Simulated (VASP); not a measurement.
Wanted: the native input for a VASP 6.6.1 run.

```
Task                   : electric field gradients
Functional             : r2SCAN
Potentials or basis    : VASP PAW PBE potentials, release 64 (Zn, Cu)
Cutoff                 : 520 eV
k mesh                 : 12 × 12 × 12
Occupations            : fermi-dirac, width 0.05 eV
Spin                   : no spin polarisation
Dipole correction      : no
Further INCAR settings : ALGO = Normal; EDIFF = 1e-08; NBANDS = 18
```

ZnCu:

```xyz
2
Lattice="2.8614 0.0000 0.0000 0.0000 2.8614 0.0000 0.0000 0.0000 2.8614" Properties=species:S:1:pos:R:3 pbc="T T T"
Zn    1.4307    1.4307    1.4307
Cu    0.0000    0.0000    0.0000
```

These files were run (other wordings do the same):

POSCAR

```
ZnCu
1.0
    2.8614412177      0.0000000000      0.0000000000
    0.0000000000      2.8614412177      0.0000000000
    0.0000000000      0.0000000000      2.8614412177
Zn Cu
1 1
Direct
    0.5000000000      0.5000000000      0.5000000000
    0.0000000000      0.0000000000      0.0000000000
```

INCAR.step1

```
SYSTEM = ZnCu
  ALGO = Normal
  EDIFF = 1E-4
  ENCUT = 520
  GGA = PE
  ISMEAR = -1
  LASPH = .TRUE.
  LCHARG = .FALSE.
  LREAL = .FALSE.
  LWAVE = .TRUE.
  NBANDS = 18
  NELM = 80
  PREC = Accurate
  SIGMA = 0.05
```

INCAR.step2

```
SYSTEM = ZnCu
  ALGO = Normal
  EDIFF = 1E-8
  ENCUT = 520
  ISIF = 2
  ISMEAR = -1
  ISTART = 1
  LASPH = .TRUE.
  LCHARG = .FALSE.
  LEFG = .TRUE.
  LMIXTAU = .TRUE.
  LREAL = .FALSE.
  LWAVE = .FALSE.
  METAGGA = R2SCAN
  NBANDS = 18
  NELM = 80
  PREC = Accurate
  SIGMA = 0.05
```

KPOINTS

```
k-points
0
G
  12 12 12
  0 0 0
```

Potentials or basis: VASP PAW PBE potentials, release 64 (Zn, Cu).

The run is started by

```sh
$ cat potpaw_PBE.64/Zn/POTCAR potpaw_PBE.64/Cu/POTCAR > POTCAR
$ cp INCAR.step1 INCAR
$ mpirun -np 1 vasp_std > vasp.out
$ cp INCAR.step2 INCAR
$ mpirun -np 1 vasp_std > vasp.out
```

Results of the run:

| Quantity | Value |
| --- | --- |
| Pressure | 10.3 GPa |
| Band gap on the k mesh | zero (an odd number of electrons rules out a gap without spin polarisation) |
| Largest electric field gradient by atom | zero within the noise of the run |

Caveat: the cell stands under pressure; the PAW data sets were made with another functional, which shifts forces and pressure a little.

Wall time 62 s on 1 thread of Intel(R) Xeon(R) Platinum 8488C (Sapphire Rapids), on a shared host, peak memory 0.16 GiB.
